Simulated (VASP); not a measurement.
Set up this calculation in VASP 6.6.1, as the native input.

| Item | Value |
| --- | --- |
| Task | single point |
| Functional | HSE06 |
| Potentials or basis | VASP PAW PBE potentials, release 64 (Cd, O) |
| Cutoff | 520 eV |
| k mesh | 4 × 4 × 4 |
| Occupations | fermi-dirac, width 0.05 eV |
| Spin | no spin polarisation |
| Dipole correction | no |
| Grid for exact exchange (PRECFOCK) | Normal |
| Further INCAR settings | ALGO = Normal; EDIFF = 1e-06; NBANDS = 16 |
| Screening parameter | 0.2079 1/Å |

Crystal: CdO (rock salt type).

```
Cd O
1.0
     0.00000    2.39794    2.39794
     2.39794    0.00000    2.39794
     2.39794    2.39794    0.00000
Cd O
1 1
Direct
  0.00000 0.00000 0.00000
  0.50000 0.50000 0.50000
```

One way to write it, as run:

POSCAR

```
CdO
1.0
    0.0000000000      2.3979402577      2.3979402577
    2.3979402577      0.0000000000      2.3979402577
    2.3979402577      2.3979402577      0.0000000000
Cd O
1 1
Direct
    0.0000000000      0.0000000000      0.0000000000
    0.5000000000      0.5000000000      0.5000000000
```

INCAR.step1

```
SYSTEM = CdO
PREC = Accurate
ENCUT = 520
EDIFF = 1E-5
ISMEAR = -1
SIGMA = 0.05
LREAL = .False.
LASPH = .True.
NELM = 120
ALGO = Normal
ISIF = 2
LWAVE = .True.
LCHARG = .False.
NBANDS = 16
GGA = PE
GGA_COMPAT = .False.
```

INCAR.step2

```
SYSTEM = CdO
PREC = Accurate
ENCUT = 520
EDIFF = 1E-6
ISMEAR = -1
SIGMA = 0.05
LREAL = .False.
LASPH = .True.
NELM = 120
ALGO = Normal
ISIF = 2
LWAVE = .False.
LCHARG = .False.
GGA = PE
LHFCALC = .True.
HFSCREEN = 0.2079
PRECFOCK = Normal
NBANDS = 16
ISTART = 1
GGA_COMPAT = .False.
```

KPOINTS

```
Automatic mesh
0
Gamma
  4 4 4
  0 0 0
```

Potentials or basis: VASP PAW PBE potentials, release 64 (Cd, O).

Run with:

```console
$ cat potpaw_PBE.64/Cd/POTCAR potpaw_PBE.64/O/POTCAR > POTCAR
$ cp INCAR.step1 INCAR
$ mpirun -np 1 vasp_std > vasp.out
$ cp INCAR.step2 INCAR
$ mpirun -np 1 vasp_std > vasp.out
```

It gave:

The pressure is -6.0 GPa and the band gap on the k mesh is 0.75 eV, indirect (least direct gap 1.87 eV).

Caveat: the k points lie up to 0.57 Å⁻¹ apart; the PAW data sets were made with another functional, which shifts forces and pressure a little.

Run time: 5.4 min on 1 thread of Intel(R) Xeon(R) Platinum 8375C CPU @ 2.90GHz (Ice Lake), with other jobs on the host, peak memory 0.26 GiB.
